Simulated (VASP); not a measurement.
# AlFe (Pm-3m) in VASP: a series of runs

AlFe is run at these levels: PBE; tasks: single point.

Everything below comes from runs of VASP 6.6.1. Logs are shortened: lines on timing, memory, paths and dates and some standing lists are left out, and cuts for length are marked.

### Step 1. The cell of the first run

Symmetry: Pm-3m, No. 221, cubic system. Conventional cell: a = 2.874 Å, b = 2.874 Å, c = 2.874 Å, α = 90.00°, β = 90.00°, γ = 90.00°. Al (site symmetry m-3m) has 8 Fe at 2.49 Å and 6 Al at 2.87 Å within 3.3 Å. Within 3.3 Å of Fe (site symmetry m-3m) lie 8 Al at 2.49 Å and 6 Fe at 2.87 Å.

### Step 2. Single point, PBE, collinear spin, ferromagnetic start

Input file INCAR:

```
PREC     = Accurate       # precision mode
ENCUT    = 600            # plane-wave cutoff, eV
EDIFF    = 1E-6           # SCF threshold, eV
ISMEAR   = 0              # smearing method
SIGMA    = 0.05           # smearing width, eV
LREAL    = F              # projectors in reciprocal space
LASPH    = T              # aspherical terms in the spheres
NELM     = 200            # most SCF steps
ALGO     = Normal         # electronic algorithm
ISIF     = 2              # what is computed and relaxed
LWAVE    = F              # write WAVECAR
LCHARG   = F              # write CHGCAR
ISPIN    = 2              # spin polarisation
MAGMOM   = 0 0 2.5 2.5    # initial moments
LORBIT   = 11             # projections on sites
LMAXMIX  = 4              # l up to which the mixer works
GGA      = PE             # functional
NBANDS   = 23             # bands
GGA_COMPAT= F
```

Input file KPOINTS:

```
Automatic mesh
0
Gamma
  10 10 10
```

Input file POSCAR:

```
AlFe
1.0
    0.0000000000      2.8742440879      2.8742440879
    2.8742440879      0.0000000000      2.8742440879
    2.8742440879      2.8742440879      0.0000000000
Al Fe
2 2
Direct
    0.0000000000      0.0000000000      0.0000000000
    0.5000000000      0.5000000000      0.5000000000
    0.2500000000      0.2500000000      0.2500000000
    0.7500000000      0.7500000000      0.7500000000
```

Potentials or basis: VASP PAW PBE potentials, release 64 (Al, Fe).

Command:

```console
$ cat potpaw_PBE.64/Al/POTCAR potpaw_PBE.64/Fe/POTCAR > POTCAR
$ mpirun -np 1 vasp_std > vasp.out
```

OUTCAR:

```text
PREC = Accurate
   ENCUT = 600
   EDIFF = 1E-6
   ISMEAR = 0
   LREAL = F
   LASPH = T
   NELM = 200
   ISIF = 2
   ISPIN = 2
   LORBIT = 11
   GGA = PE

 ion  position               nearest neighbor table
   1  0.000  0.000  0.000-   4 2.49   3 2.49   4 2.49   3 2.49   4 2.49   4 2.49   3 2.49   3 2.49
                             2 2.87   2 2.87   2 2.87   2 2.87   2 2.87   2 2.87
   2  0.500  0.500  0.500-   3 2.49   3 2.49   4 2.49   4 2.49   3 2.49   3 2.49   4 2.49   4 2.49
                             1 2.87   1 2.87   1 2.87   1 2.87   1 2.87   1 2.87
   3  0.250  0.250  0.250-   1 2.49   1 2.49   2 2.49   2 2.49   1 2.49   1 2.49   2 2.49   2 2.49
                             4 2.87   4 2.87   4 2.87   4 2.87   4 2.87   4 2.87
   4  0.750  0.750  0.750-   2 2.49   1 2.49   2 2.49   1 2.49   2 2.49   2 2.49   1 2.49   1 2.49
                             3 2.87   3 2.87   3 2.87   3 2.87   3 2.87   3 2.87

  LATTYP: Found a face centered cubic cell.
 ALAT       =     5.7484881758

  Lattice vectors:

 A1 = (   0.0000000000,   2.8742440879,   2.8742440879)
 A2 = (   2.8742440879,   0.0000000000,   2.8742440879)
 A3 = (   2.8742440879,   2.8742440879,   0.0000000000)

Analysis of symmetry for initial positions (statically):
=====================================================================
 Subroutine PRICEL returns following result:

  LATTYP: Found a simple cubic cell.
 ALAT       =     2.8742440879
[... 12 lines left out ...]
 Subroutine GETGRP returns: Found 48 space group operations
 (whereof 48 operations were pure point group operations)
 out of a pool of 48 trial point group operations.

The static configuration has the point symmetry O_h .

Analysis of symmetry for dynamics (positions and initial velocities):
=====================================================================
 Subroutine PRICEL returns following result:

  LATTYP: Found a simple cubic cell.
 ALAT       =     2.8742440879
[... 12 lines left out ...]
 Subroutine GETGRP returns: Found 48 space group operations
 (whereof 48 operations were pure point group operations)
 out of a pool of 48 trial point group operations.

The dynamic configuration has the point symmetry O_h .

Analysis of structural, dynamic, and magnetic symmetry:
=====================================================================
 Subroutine PRICEL returns following result:

  LATTYP: Found a simple cubic cell.
 ALAT       =     2.8742440879
[... 12 lines left out ...]
 Subroutine GETGRP returns: Found 48 space group operations
 (whereof 48 operations were pure point group operations)
 out of a pool of 48 trial point group operations.

The overall configuration has the point symmetry O_h .

 Subroutine INISYM returns: Found 48 space group operations
 (whereof 48 operations are pure point group operations),
 and found     2 'primitive' translations

[... 126 lines left out ...]
 Gauss-broadening in eV      SIGMA  =   0.05
  energy-cutoff  :      600.00
  volume of cell :       47.49
 maximum number of plane-waves:      1598
   NGX = 17   NGY = 17   NGZ = 17

 number of electron      22.0000002 magnetization       1.3431518

 Free energy of the ion-electron system (eV)
  ---------------------------------------------------
  ext. energy  EPLUGINS =         0.00000000
  ---------------------------------------------------
  free energy    TOTEN  =       -25.29919275 eV

  energy without entropy =      -25.29351420  energy(sigma->0) =      -25.29635347

 E-fermi :   8.0292     XC(G=0): -12.1465

 val. band max:        8.0281089582   @ k =  -0.3000   0.1000   0.0000
 cond. band min:       8.0325251064   @ k =  -0.2000   0.2000   0.0000
 fundamental gap:      0.0044161482
 Fermi energy:         8.0292073670

 spin component 1

 k-point     1 :       0.0000    0.0000    0.0000
  band No.  band energies     occupation
      1      -2.3892      1.00000
      2       4.4050      1.00000
      3       4.4050      1.00000
      4       4.4050      1.00000
      5       5.5205      1.00000
      6       5.5205      1.00000
[... 613 lines left out ...]
     22      20.1720      0.00000
     23      21.9439      0.00000

 [... further k-points ...]

 spin component 2

 k-point     1 :       0.0000    0.0000    0.0000
  band No.  band energies     occupation
      1      -2.3889      1.00000
      2       4.8008      1.00000
      3       4.8008      1.00000
      4       4.8008      1.00000
      5       5.8713      1.00000
      6       5.8713      1.00000
[... 613 lines left out ...]
     22      20.2481      0.00000
     23      22.0221      0.00000

 [... further k-points ...]

------------------------ aborting loop because EDIFF is reached ----------------------------------------

  FORCE on cell =-STRESS in cart. coord.  units (eV):
  Direction    XX          YY          ZZ          XY          YZ          ZX
  --------------------------------------------------------------------------------------
  -------------------------------------------------------------------------------------
  Total       -0.0230720     -0.0230720     -0.0230720     -0.0000000     -0.0000000      0.0000000
  in kB       -0.7783849     -0.7783849     -0.7783849     -0.0000000     -0.0000000      0.0000000
  external PRESSURE =      -0.7783849 kB  Pullay stress =       0.0000000 kB

 VOLUME and BASIS-vectors are now :
 -----------------------------------------------------------------------------
  energy-cutoff  :      600.00
  volume of cell :       47.49
      direct lattice vectors                 reciprocal lattice vectors
     0.000000000  2.874244088  2.874244088    -0.173958782  0.173958782  0.173958782
     2.874244088  0.000000000  2.874244088     0.173958782 -0.173958782  0.173958782
     2.874244088  2.874244088  0.000000000     0.173958782  0.173958782 -0.173958782

 POSITION                                       TOTAL-FORCE (eV/Angst)
 -----------------------------------------------------------------------------------
      0.00000      0.00000      0.00000         0.000000      0.000000      0.000000
      2.87424      2.87424      2.87424        -0.000000     -0.000000     -0.000000
      1.43712      1.43712      1.43712        -0.000000      0.000000     -0.000000
      4.31137      4.31137      4.31137         0.000000      0.000000      0.000000
 -----------------------------------------------------------------------------------
    total drift:                               -0.000000      0.000000      0.000000

  FREE ENERGIE OF THE ION-ELECTRON SYSTEM (eV)
  ---------------------------------------------------
  free  energy   TOTEN  =       -25.2991927485 eV

  energy  without entropy=      -25.2935141964  energy(sigma->0) =      -25.29635347

 total charge

# of ion       s       p       d       tot
------------------------------------------
    1        0.400   0.436   0.000   0.836
    2        0.400   0.436   0.000   0.836
    3        0.431   0.502   6.485   7.418
    4        0.431   0.502   6.485   7.418
--------------------------------------------------
tot          1.662   1.876  12.970  16.508

 magnetization (x)

# of ion       s       p       d       tot
------------------------------------------
    1       -0.008  -0.016   0.000  -0.024
    2       -0.008  -0.016   0.000  -0.024
    3       -0.000   0.006   0.710   0.715
    4       -0.000   0.006   0.710   0.715
--------------------------------------------------
tot         -0.016  -0.021   1.420   1.383
```

It took 75 s on 1 thread of Intel Xeon Platinum 8488C (Sapphire Rapids), shared host; peak memory 0.26 GiB.

Results:

* Free energy: -25.2992 eV
* Pressure: -0.1 GPa
* Net moment: 1.34 μB per cell
* Site moments: Al -0.02; Fe +0.71 μB
* Valence electrons inside the program's atomic spheres: Al 0.84; Fe 7.42

### Step 3. Single point, PBE, collinear spin, ferromagnetic start (11.40 Å³/atom)

INCAR: that of step 2 with these lines changed.

```diff
@@ -11,5 +11,5 @@
 LWAVE    = F              # write WAVECAR
-LCHARG   = F              # write CHGCAR
+LCHARG   = T              # write CHGCAR
 ISPIN    = 2              # spin polarisation
-MAGMOM   = 0 0 2.5 2.5    # initial moments
+MAGMOM   = 0 0.78         # initial moments
 LORBIT   = 11             # projections on sites
@@ -17,3 +17,5 @@
 GGA      = PE             # functional
-NBANDS   = 23             # bands
+LELF     = T              # ELF
+LVHAR    = T            
+NBANDS   = 16             # bands
 GGA_COMPAT= F
```

Input file KPOINTS:

```
Automatic mesh
0
Gamma
  16 16 16
```

Input file POSCAR:

```
AlFe
1.0
    2.8353981897      0.0000000000      0.0000000000
    0.0000000000      2.8353981897      0.0000000000
    0.0000000000      0.0000000000      2.8353981897
Al Fe
1 1
Direct
    0.0000000000      0.0000000000      0.0000000000
    0.5000000000      0.5000000000      0.5000000000
```

Potentials or basis: VASP PAW PBE potentials, release 64 (Al, Fe).

Command:

```console
$ cat potpaw_PBE.64/Al/POTCAR potpaw_PBE.64/Fe/POTCAR > POTCAR
$ mpirun -np 1 vasp_std > vasp.out
```

OUTCAR:

```text
PREC = Accurate
   ENCUT = 600
   EDIFF = 1E-6
   ISMEAR = 0
   LREAL = F
   LASPH = T
   NELM = 200
   ISIF = 2
   ISPIN = 2
   LORBIT = 11
   GGA = PE

 ion  position               nearest neighbor table
   1  0.000  0.000  0.000-   2 2.46   2 2.46   2 2.46   2 2.46   2 2.46   2 2.46   2 2.46   2 2.46

   2  0.500  0.500  0.500-   1 2.46   1 2.46   1 2.46   1 2.46   1 2.46   1 2.46   1 2.46   1 2.46

  LATTYP: Found a simple cubic cell.
 ALAT       =     2.8353981897

  Lattice vectors:

 A1 = (   2.8353981897,   0.0000000000,   0.0000000000)
 A2 = (   0.0000000000,   2.8353981897,   0.0000000000)
 A3 = (   0.0000000000,   0.0000000000,   2.8353981897)

Analysis of symmetry for initial positions (statically):
=====================================================================
 Subroutine PRICEL returns:
 Original cell was already a primitive cell.

 Routine SETGRP: Setting up the symmetry group for a
 simple cubic supercell.

 Subroutine GETGRP returns: Found 48 space group operations
 (whereof 48 operations were pure point group operations)
 out of a pool of 48 trial point group operations.

The static configuration has the point symmetry O_h .

Analysis of symmetry for dynamics (positions and initial velocities):
=====================================================================
 Subroutine PRICEL returns:
 Original cell was already a primitive cell.

 Routine SETGRP: Setting up the symmetry group for a
 simple cubic supercell.

 Subroutine GETGRP returns: Found 48 space group operations
 (whereof 48 operations were pure point group operations)
 out of a pool of 48 trial point group operations.

The dynamic configuration has the point symmetry O_h .

Analysis of structural, dynamic, and magnetic symmetry:
=====================================================================
 Subroutine PRICEL returns:
 Original cell was already a primitive cell.

 Routine SETGRP: Setting up the symmetry group for a
 simple cubic supercell.

 Subroutine GETGRP returns: Found 48 space group operations
 (whereof 48 operations were pure point group operations)
 out of a pool of 48 trial point group operations.

The overall configuration has the point symmetry O_h .

 Subroutine INISYM returns: Found 48 space group operations
 (whereof 48 operations are pure point group operations),
 and found     1 'primitive' translations

----------------------------------------------------------------------------------------

                                     Primitive cell

  volume of cell :      22.7951

  direct lattice vectors                    reciprocal lattice vectors
     2.835398190  0.000000000  0.000000000     0.352684150  0.000000000  0.000000000
     0.000000000  2.835398190  0.000000000     0.000000000  0.352684150  0.000000000
     0.000000000  0.000000000  2.835398190     0.000000000  0.000000000  0.352684150

  length of vectors
     2.835398190  2.835398190  2.835398190     0.352684150  0.352684150  0.352684150

  position of ions in fractional coordinates (direct lattice)
     0.000000000  0.000000000  0.000000000
     0.500000000  0.500000000  0.500000000

  ion indices of the primitive-cell ions
   primitive index   ion index
[... 68 lines left out ...]
   ISPIN  =      2    spin polarized calculation?
   LNONCOLLINEAR =      F non collinear calculations
   LSORBIT =      F    spin-orbit coupling
   LASPH  =      T    aspherical Exc in radial PAW
   ENCUT  =  600.0 eV  44.10 Ry    6.64 a.u.   5.66  5.66  5.66*2*pi/ulx,y,z
   NELM   =    200;   NELMIN=  2; NELMDL= -5     # of ELM steps
   EDIFF  = 0.1E-05   stopping-criterion for ELM
   LREAL  =      F    real-space projection
   EDIFFG = 0.1E-04   stopping-criterion for IOM
   NSW    =      0    number of steps for IOM
   IBRION =     -1    ionic relax: 0-MD 1-quasi-New 2-CG
   NFREE  =      0    steps in history (QN), initial steepest desc. (CG)
   ISIF   =      2    stress and relaxation
   ISYM   =      2    0-nonsym 1-usesym 2-fastsym
   POTIM  = 0.5000    time-step for ionic-motion
   TEBEG  =    0.0;   TEEND  =   0.0 temperature during run
   PSTRESS=    0.0 pullay stress
   NELECT =      11.0000    total number of electrons
   NUPDOWN=      -1.0000    fix difference up-down
   EMIN   =  10.00;   EMAX   =-10.00  energy-range for DOS
   EFERMI =   0.00;   METHOD = LEGACY
   ISMEAR =     0;   SIGMA  =   0.05  broadening in eV -4-tet -1-fermi 0-gaus
   EFERMI_NEDOS =   21; number of points for ismear=-14 and -15
   IALGO  =     38    algorithm
   IMIX   =      4    mixing-type and parameters
     AMIX     =   0.40;   BMIX     =  1.00
     AMIX_MAG =   1.60;   BMIX_MAG =  1.00
  volume/ion in A,a.u.               =      11.40        76.91
  Fermi-wavevector in a.u.,A,eV,Ry     =   1.284079  2.426557 22.434079  1.648858
  Thomas-Fermi vector in A             =   2.416294
   LORBIT       =     11    0 simple, 1 ext, 2 COOP (PROOUT), +10 PAW based schemes
   GGA     = PE    functional components
   LHFCALC =     F    Hartree Fock is set to
   AEXX    =    0.0000 exact exchange contribution
   IVDW    =     0    specifies the selected vdW correction
   LEPSILON=     F    determine dielectric tensor
   LRPA    =     F    only Hartree local field effects (RPA)
 spin polarized calculation
 Gauss-broadening in eV      SIGMA  =   0.05
  energy-cutoff  :      600.00
  volume of cell :       22.80
 maximum number of plane-waves:       776
 NGX is ok and might be reduce to    24
   NGX = 11   NGY = 11   NGZ = 11

 number of electron      11.0000006 magnetization       0.6686035

 Free energy of the ion-electron system (eV)
  ---------------------------------------------------
  ext. energy  EPLUGINS =         0.00000000
  ---------------------------------------------------
  free energy    TOTEN  =       -12.62776097 eV

  energy without entropy =      -12.62478530  energy(sigma->0) =      -12.62627313

 E-fermi :   8.4447     XC(G=0): -12.3416

 val. band max:        8.4430417693   @ k =   0.1875   0.1250   0.0625
 cond. band min:       8.4466405054   @ k =   0.4375   0.2500   0.0625
 fundamental gap:      0.0035987361
 Fermi energy:         8.4446601731

 spin component 1

 k-point     1 :       0.0000    0.0000    0.0000
  band No.  band energies     occupation
      1      -2.1955      1.00000
      2       5.8086      1.00000
      3       5.8086      1.00000
      4       8.1037      1.00000
      5       8.1037      1.00000
      6       8.1037      1.00000
[... 435 lines left out ...]
      5       7.1374      1.00000
      6       8.0859      1.00000
[... 8 lines left out ...]
     15      28.3869      0.00000
     16      29.3968      0.00000

 [... further k-points ...]

 spin component 2

 k-point     1 :       0.0000    0.0000    0.0000
  band No.  band energies     occupation
      1      -2.1827      1.00000
      2       6.1620      1.00000
      3       6.1620      1.00000
      4       8.8908      0.00000
      5       8.8908      0.00000
      6       8.8908      0.00000
[... 435 lines left out ...]
      5       7.8251      1.00000
      6       8.8701      0.00000
[... 8 lines left out ...]
     15      28.4696      0.00000
     16      29.3956      0.00000

 [... further k-points ...]

------------------------ aborting loop because EDIFF is reached ----------------------------------------

  FORCE on cell =-STRESS in cart. coord.  units (eV):
  Direction    XX          YY          ZZ          XY          YZ          ZX
  --------------------------------------------------------------------------------------
  -------------------------------------------------------------------------------------
  Total        1.1099560      1.1099560      1.1099560      0.0000000     -0.0000000      0.0000000
  in kB       78.0142904     78.0142904     78.0142904      0.0000000     -0.0000000      0.0000000
  external PRESSURE =      78.0142904 kB  Pullay stress =       0.0000000 kB

 VOLUME and BASIS-vectors are now :
 -----------------------------------------------------------------------------
  energy-cutoff  :      600.00
  volume of cell :       22.80
      direct lattice vectors                 reciprocal lattice vectors
     2.835398190  0.000000000  0.000000000     0.352684150  0.000000000  0.000000000
     0.000000000  2.835398190  0.000000000     0.000000000  0.352684150  0.000000000
     0.000000000  0.000000000  2.835398190     0.000000000  0.000000000  0.352684150

 POSITION                                       TOTAL-FORCE (eV/Angst)
 -----------------------------------------------------------------------------------
      0.00000      0.00000      0.00000         0.000000      0.000000      0.000000
      1.41770      1.41770      1.41770         0.000000      0.000000      0.000000
 -----------------------------------------------------------------------------------
    total drift:                                0.000000     -0.000000     -0.000000

  FREE ENERGIE OF THE ION-ELECTRON SYSTEM (eV)
  ---------------------------------------------------
  free  energy   TOTEN  =       -12.6277609662 eV

  energy  without entropy=      -12.6247852959  energy(sigma->0) =      -12.62627313

 total charge

# of ion       s       p       d       tot
------------------------------------------
    1        0.406   0.456   0.000   0.861
    2        0.447   0.534   6.524   7.505
--------------------------------------------------
tot          0.853   0.990   6.524   8.367

 magnetization (x)

# of ion       s       p       d       tot
------------------------------------------
    1       -0.007  -0.015   0.000  -0.022
    2        0.001   0.009   0.693   0.702
--------------------------------------------------
tot         -0.007  -0.006   0.693   0.680
```

Run time: 66 s. Hardware: 1 thread of Intel Xeon Platinum 8488C (Sapphire Rapids), shared host; peak memory 0.24 GiB.

What came out:

```
Free energy                                           : -12.6278 eV
Pressure                                              : 7.8 GPa
Net moment                                            : 0.67 μB per cell
Site moments                                          : Al -0.02; Fe +0.70 μB
Valence electrons inside the program's atomic spheres : Al 0.86; Fe 7.50
```

Caveat: the cell stands under pressure.

[end of part 1 of 2]
